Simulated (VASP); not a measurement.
Write the native input for VASP 6.6.1 that does the following.

```
Task                   : single point
Functional             : PBE
Potentials or basis    : VASP PAW PBE potentials, release 64 (Rb_sv, Si, Ge_d)
Cutoff                 : 520 eV
k mesh                 : 6 × 6 × 6
Occupations            : gaussian, width 0.1 eV
Spin                   : no spin polarisation
Dipole correction      : no
Further INCAR settings : ALGO = Normal; EDIFF = 1e-07; NBANDS = 76
```

The structure of RbSi3Ge3 lies in POSCAR:

```
RbSi3Ge3
1.0
    6.9831358000      0.0000000000      0.0000000000
    0.0000000000      6.9831358000      0.0000000000
    0.0000000000      0.0000000000      6.9831358000
Rb Si Ge
2 6 6
Direct
    0.5000000000      0.5000000000      0.5000000000
    0.0000000000      0.0000000000      0.0000000000
    0.5000000000      0.0000000000      0.7500000000
    0.7500000000      0.5000000000      0.0000000000
    0.0000000000      0.7500000000      0.5000000000
    0.5000000000      0.0000000000      0.2500000000
    0.2500000000      0.5000000000      0.0000000000
    0.0000000000      0.2500000000      0.5000000000
    0.0000000000      0.5000000000      0.7500000000
    0.7500000000      0.0000000000      0.5000000000
    0.5000000000      0.7500000000      0.0000000000
    0.0000000000      0.5000000000      0.2500000000
    0.2500000000      0.0000000000      0.5000000000
    0.5000000000      0.2500000000      0.0000000000
```

The cell was built from a structure type or drawn by symmetry, and may not be a known phase.

The input as run:

INCAR

```
SYSTEM = RbSi3Ge3
PREC = Accurate
ENCUT = 520
EDIFF = 1E-7
ISMEAR = 0
SIGMA = 0.1
LREAL = .False.
LASPH = .True.
NELM = 60
ALGO = Normal
ISIF = 2
LWAVE = .False.
LCHARG = .True.
GGA = PE
LELF = .True.
LVHAR = .True.
NBANDS = 76
```

KPOINTS

```
regular mesh
0
Gamma
  6 6 6
  0 0 0
```

Potentials or basis: VASP PAW PBE potentials, release 64 (Rb_sv, Si, Ge_d).

Run with:

```bash
$ cat potpaw_PBE.64/Rb_sv/POTCAR potpaw_PBE.64/Si/POTCAR potpaw_PBE.64/Ge_d/POTCAR > POTCAR
$ mpirun -np 1 vasp_std > vasp.out
```

It gave:

* Pressure: 0.0 GPa
* Band gap on the k mesh: zero (bands 63 and 64 overlap by 2.29 eV)

Run time: 6.1 min on 1 thread of AMD EPYC 9R45 96-Core Processor (Zen 5), on a shared host, peak memory 0.62 GiB.
